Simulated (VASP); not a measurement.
# MgO (P-1) in VASP: notebook, part 2 of 2

VASP 6.6.1. The steps go on from the part before.

## (3) Single point, PBEsol

INCAR

```
ALGO = Normal
EDIFF = 1E-6
ENCUT = 520
GGA = PS
ISIF = 2
ISMEAR = -1
LASPH = T
LCHARG = T
LELF = T
LREAL = F
LVHAR = T
LWAVE = F
NBANDS = 16
NELM = 60
PREC = Accurate
SIGMA = 0.05
```

KPOINTS

```
k-points
0
Gamma
  6 6 6
```

POSCAR

```
MgO
1.0
    3.4863800000      0.0871595000      0.0871595000
   -1.6677077500      2.9757102500      0.0319025000
    0.1044510000      0.1044510000      4.1780400000
Mg O
2 2
Direct
    0.6666666667      0.3333333333      0.7500000000
    0.3333333333      0.6666666667      0.2500000000
    0.6666666667      0.3333333333      0.2500000000
    0.3333333333      0.6666666667      0.7500000000
```

Potentials or basis: VASP PAW PBE potentials, release 64 (Mg, O).

Run with:

```console
$ cat potpaw_PBE.64/Mg/POTCAR potpaw_PBE.64/O/POTCAR > POTCAR
$ mpirun -np 1 vasp_std > vasp.out
```

OUTCAR:

```text
EDIFF = 1E-6
   ENCUT = 520
   GGA = PS
   ISIF = 2
   ISMEAR = -1
   LASPH = T
   LREAL = F
   NELM = 60
   PREC = Accurate

 ion  position               nearest neighbor table
   1  0.667  0.333  0.750-   4 1.97   4 2.01   4 2.06   3 2.09   3 2.09   2 2.83   2 2.83   2 2.84
                             2 2.90   2 2.98   2 3.03
   2  0.333  0.667  0.250-   3 1.97   3 2.01   3 2.06   4 2.09   4 2.09   1 2.83   1 2.83   1 2.84
                             1 2.90   1 2.98   1 3.03
   3  0.667  0.333  0.250-   2 1.97   2 2.01   2 2.06   1 2.09   1 2.09
   4  0.333  0.667  0.750-   1 1.97   1 2.01   1 2.06   2 2.09   2 2.09

  LATTYP: Found a triclinic cell.
 ALAT       =     3.4113220899
 B/A-ratio  =     2.3257532210
 C/A-ratio  =     3.0958063678
 COS(alpha) =     0.0034726101
 COS(beta)  =     0.5069062789
 COS(gamma) =     0.8499637521

  Lattice vectors:

 A1 = (   1.6677077500,  -2.9757102500,  -0.0319025000)
 A2 = (   3.4398665000,  -5.8469695000,   4.1142350000)
 A3 = (  -0.3598665000,  -6.2474820000,  -8.5070445000)

Analysis of symmetry for initial positions (statically):
[... 179 lines left out ...]
 val. band max:        1.9724716918   @ k =   0.0000   0.0000   0.0000
 cond. band min:       5.1799938863   @ k =   0.0000   0.0000   0.0000
 fundamental gap:      3.2075221945
 Fermi energy:         2.9914780731

 k-point     1 :       0.0000    0.0000    0.0000
  band No.  band energies     occupation
      1     -14.9731      2.00000
      2     -13.5227      2.00000
      3      -1.7903      2.00000
      4       0.0962      2.00000
      5       0.2169      2.00000
      6       0.9765      2.00000
[... 433 lines left out ...]
      3      -1.9964      2.00000
      4      -0.7578      2.00000
      5      -0.2292      2.00000
      6      -0.2179      2.00000
[... 8 lines left out ...]
     15      16.4624      0.00000
     16      16.6935      0.00000

 [... further k-points ...]

------------------------ aborting loop because EDIFF is reached ----------------------------------------

  FORCE on cell =-STRESS in cart. coord.  units (eV):
  Direction    XX          YY          ZZ          XY          YZ          ZX
  --------------------------------------------------------------------------------------
  -------------------------------------------------------------------------------------
  Total        0.3409377      0.2629339      0.3457237     -1.2334435     -1.5912874     -1.5979298
  in kB       12.4432827      9.5963599     12.6179578    -45.0172727    -58.0775818    -58.3200133
  external PRESSURE =      11.5525335 kB  Pullay stress =       0.0000000 kB

 VOLUME and BASIS-vectors are now :
 -----------------------------------------------------------------------------
  energy-cutoff  :      520.00
  volume of cell :       43.90
      direct lattice vectors                 reciprocal lattice vectors
     3.486380000  0.087159500  0.087159500     0.283136685  0.158799640 -0.011048408
    -1.667707750  2.975710250  0.031902500    -0.008088002  0.331608094 -0.008088002
     0.104451000  0.104451000  4.178040000    -0.005844852 -0.005844852  0.239638922

 POSITION                                       TOTAL-FORCE (eV/Angst)
 -----------------------------------------------------------------------------------
      1.84669      1.12835      3.20227         0.358845     -0.036244     -0.017630
      0.07643      2.03897      1.09483        -0.358845      0.036244      0.017630
      1.79446      1.07612      1.11325         0.416888     -0.035731     -0.027257
      0.12866      2.09120      3.18385        -0.416888      0.035731      0.027257
 -----------------------------------------------------------------------------------
    total drift:                                0.000000     -0.000000      0.000000

  FREE ENERGIE OF THE ION-ELECTRON SYSTEM (eV)
  ---------------------------------------------------
  free  energy   TOTEN  =       -24.6493821508 eV

  energy  without entropy=      -24.6493821508  energy(sigma->0) =      -24.64938215
```

stdout:

```text
POSCAR found type information on POSCAR MgO
 POSCAR found :  2 types and       4 ions
 scaLAPACK will be used
 -----------------------------------------------------------------------------
|                                                                             |
|                                                                             |
|     You enforced a specific xc type in the INCAR file but a different       |
|     I HOPE YOU KNOW WHAT YOU ARE DOING!                                     |
|                                                                             |
 -----------------------------------------------------------------------------

 LDA part: xc-table for (Slater+PW92), standard interpolation
 POSCAR, INCAR and KPOINTS ok, starting setup
 FFT: planning ... GRIDC
 FFT: planning ... GRID_SOFT
 FFT: planning ... GRID
 WAVECAR not read
 entering main loop
```

It took 82 s on 1 thread of AMD EPYC 7R13, shared host; peak memory 0.18 GiB.

What came out:

| Item | Value |
| --- | --- |
| Free energy | -24.6494 eV |
| Pressure | 1.2 GPa |
| Largest force | 0.419 eV/Å |
| Band gap on the k mesh | 3.21 eV, direct |

Forces on the atoms (eV/Å):
```
Mg   0.359 -0.036 -0.018
Mg  -0.359  0.036  0.018
O    0.417 -0.036 -0.027
O   -0.417  0.036  0.027
```

Levels at points of the mesh, in eV from the valence-band top:
| k point | band 4 | band 5 | band 6 | band 7 | band 8 | band 9 | band 10 | band 11 | band 12 | band 13 |
| --- | --- | --- | --- | --- | --- | --- | --- | --- | --- | --- |
| (0.00, 0.00, 0.00) | -1.88 | -1.76 | -1.00 | -0.81 | 0.00 | 3.21 | 9.27 | 11.88 | 11.99 | 12.78 |
| (0.50, 0.00, 0.00) | -2.67 | -2.30 | -1.95 | -1.32 | -0.52 | 6.86 | 8.94 | 9.49 | 12.06 | 12.85 |
| (0.00, 0.50, 0.00) | -2.55 | -2.42 | -1.97 | -1.42 | -0.55 | 6.77 | 8.82 | 9.57 | 12.06 | 12.65 |
| (0.50, 0.50, 0.00) | -2.58 | -2.37 | -2.02 | -1.52 | -0.57 | 6.67 | 8.69 | 9.65 | 12.06 | 12.47 |
| (0.00, 0.00, 0.50) | -2.54 | -1.52 | -1.44 | -1.27 | -1.20 | 6.19 | 6.28 | 12.08 | 12.45 | 13.03 |
| (0.50, 0.00, 0.50) | -3.91 | -1.55 | -1.48 | -1.11 | -0.66 | 7.09 | 7.21 | 11.20 | 12.19 | 13.73 |
| (0.00, 0.50, 0.50) | -3.90 | -1.66 | -1.61 | -1.02 | -0.72 | 6.99 | 7.18 | 11.33 | 12.13 | 13.83 |
| (0.50, 0.50, 0.50) | -3.92 | -1.76 | -1.75 | -0.91 | -0.81 | 6.97 | 7.07 | 11.61 | 11.93 | 13.70 |

Caveat: the PAW data sets were made with another functional, which shifts forces and pressure a little.
